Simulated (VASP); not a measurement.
## BN: single point with PBEsol

BN:

```
CELL_PARAMETERS angstrom
0.00000 7.21159 7.21159
7.21159 0.00000 7.21159
7.21159 7.21159 0.00000
ATOMIC_POSITIONS crystal
B 0.00000 0.00000 0.00000
B 0.50000 0.00000 0.00000
B 0.00000 0.50000 0.00000
B 0.00000 0.00000 0.50000
B 0.25000 0.25000 0.25000
B 0.50000 0.50000 0.00000
B 0.50000 0.00000 0.50000
B 0.75000 0.25000 0.25000
B 0.00000 0.50000 0.50000
B 0.25000 0.75000 0.25000
B 0.25000 0.25000 0.75000
B 0.50000 0.50000 0.50000
B 0.75000 0.75000 0.25000
B 0.75000 0.25000 0.75000
B 0.25000 0.75000 0.75000
B 0.75000 0.75000 0.75000
B 0.00000 0.00000 0.25000
B 0.25000 0.25000 0.00000
B 0.50000 0.00000 0.25000
B 0.75000 0.25000 0.00000
B 0.00000 0.50000 0.25000
B 0.25000 0.75000 0.00000
B 0.00000 0.00000 0.75000
B 0.25000 0.25000 0.50000
B 0.50000 0.50000 0.25000
B 0.75000 0.75000 0.00000
B 0.50000 0.00000 0.75000
B 0.75000 0.25000 0.50000
B 0.00000 0.50000 0.75000
B 0.25000 0.75000 0.50000
B 0.50000 0.50000 0.75000
B 0.75000 0.75000 0.50000
B 0.00000 0.25000 0.00000
B 0.25000 0.00000 0.25000
B 0.50000 0.25000 0.00000
B 0.75000 0.00000 0.25000
B 0.00000 0.75000 0.00000
B 0.00000 0.25000 0.50000
B 0.25000 0.50000 0.25000
B 0.50000 0.75000 0.00000
B 0.25000 0.00000 0.75000
B 0.50000 0.25000 0.50000
B 0.75000 0.50000 0.25000
B 0.75000 0.00000 0.75000
B 0.00000 0.75000 0.50000
B 0.25000 0.50000 0.75000
B 0.50000 0.75000 0.50000
B 0.75000 0.50000 0.75000
B 0.25000 0.00000 0.00000
B 0.75000 0.00000 0.00000
B 0.00000 0.25000 0.25000
B 0.25000 0.50000 0.00000
B 0.25000 0.00000 0.50000
B 0.50000 0.25000 0.25000
B 0.75000 0.50000 0.00000
B 0.75000 0.00000 0.50000
B 0.00000 0.75000 0.25000
B 0.00000 0.25000 0.75000
B 0.25000 0.50000 0.50000
B 0.50000 0.75000 0.25000
B 0.50000 0.25000 0.75000
B 0.75000 0.50000 0.50000
B 0.00000 0.75000 0.75000
B 0.50000 0.75000 0.75000
N 0.06250 0.06250 0.06250
N 0.56250 0.06250 0.06250
N 0.06250 0.56250 0.06250
N 0.06250 0.06250 0.56250
N 0.31250 0.31250 0.31250
N 0.56250 0.56250 0.06250
N 0.56250 0.06250 0.56250
N 0.81250 0.31250 0.31250
N 0.06250 0.56250 0.56250
N 0.31250 0.81250 0.31250
N 0.31250 0.31250 0.81250
N 0.56250 0.56250 0.56250
N 0.81250 0.81250 0.31250
N 0.81250 0.31250 0.81250
N 0.31250 0.81250 0.81250
N 0.81250 0.81250 0.81250
N 0.06250 0.06250 0.31250
N 0.31250 0.31250 0.06250
N 0.56250 0.06250 0.31250
N 0.81250 0.31250 0.06250
N 0.06250 0.56250 0.31250
N 0.31250 0.81250 0.06250
N 0.06250 0.06250 0.81250
N 0.31250 0.31250 0.56250
N 0.56250 0.56250 0.31250
N 0.81250 0.81250 0.06250
N 0.56250 0.06250 0.81250
N 0.81250 0.31250 0.56250
N 0.06250 0.56250 0.81250
N 0.31250 0.81250 0.56250
N 0.56250 0.56250 0.81250
N 0.81250 0.81250 0.56250
N 0.06250 0.31250 0.06250
N 0.31250 0.06250 0.31250
N 0.56250 0.31250 0.06250
N 0.81250 0.06250 0.31250
N 0.06250 0.81250 0.06250
N 0.06250 0.31250 0.56250
N 0.31250 0.56250 0.31250
N 0.56250 0.81250 0.06250
N 0.31250 0.06250 0.81250
N 0.56250 0.31250 0.56250
N 0.81250 0.56250 0.31250
N 0.81250 0.06250 0.81250
N 0.06250 0.81250 0.56250
N 0.31250 0.56250 0.81250
N 0.56250 0.81250 0.56250
N 0.81250 0.56250 0.81250
N 0.31250 0.06250 0.06250
N 0.81250 0.06250 0.06250
N 0.06250 0.31250 0.31250
N 0.31250 0.56250 0.06250
N 0.31250 0.06250 0.56250
N 0.56250 0.31250 0.31250
N 0.81250 0.56250 0.06250
N 0.81250 0.06250 0.56250
N 0.06250 0.81250 0.31250
N 0.06250 0.31250 0.81250
N 0.31250 0.56250 0.56250
N 0.56250 0.81250 0.31250
N 0.56250 0.31250 0.81250
N 0.81250 0.56250 0.56250
N 0.06250 0.81250 0.81250
N 0.56250 0.81250 0.81250
```

* Program: VASP 6.6.1
* Task: single point
* Functional: PBEsol
* Potentials or basis: VASP PAW PBE potentials, release 64 (B, N)
* Cutoff: 520 eV
* k mesh: 1 × 1 × 1
* Occupations: fermi-dirac, width 0.05 eV
* Spin: no spin polarisation
* Dipole correction: no
* Further INCAR settings: LREAL = Auto; ALGO = Normal; EDIFF = 1e-07; NBANDS = 326

```
Pressure               : 1.3 GPa
Band gap on the k mesh : 4.26 eV
```

Levels at points of the mesh, in eV from the valence-band top:
| k point | band 254 | band 255 | band 256 | band 257 | band 258 | band 259 |
| --- | --- | --- | --- | --- | --- | --- |
| (0.00, 0.00, 0.00) | 0.00 | 0.00 | 0.00 | 4.26 | 4.26 | 4.26 |

Run time: 13 min on 1 thread of Intel(R) Xeon(R) Platinum 8375C CPU @ 2.90GHz (Ice Lake) (shared host), peak memory 1 GiB.

Caveat: the k points lie up to 0.75 Å⁻¹ apart; the PAW data sets were made with another functional, which shifts forces and pressure a little; an odd mesh through Γ misses points on the zone boundary, where band edges can lie.
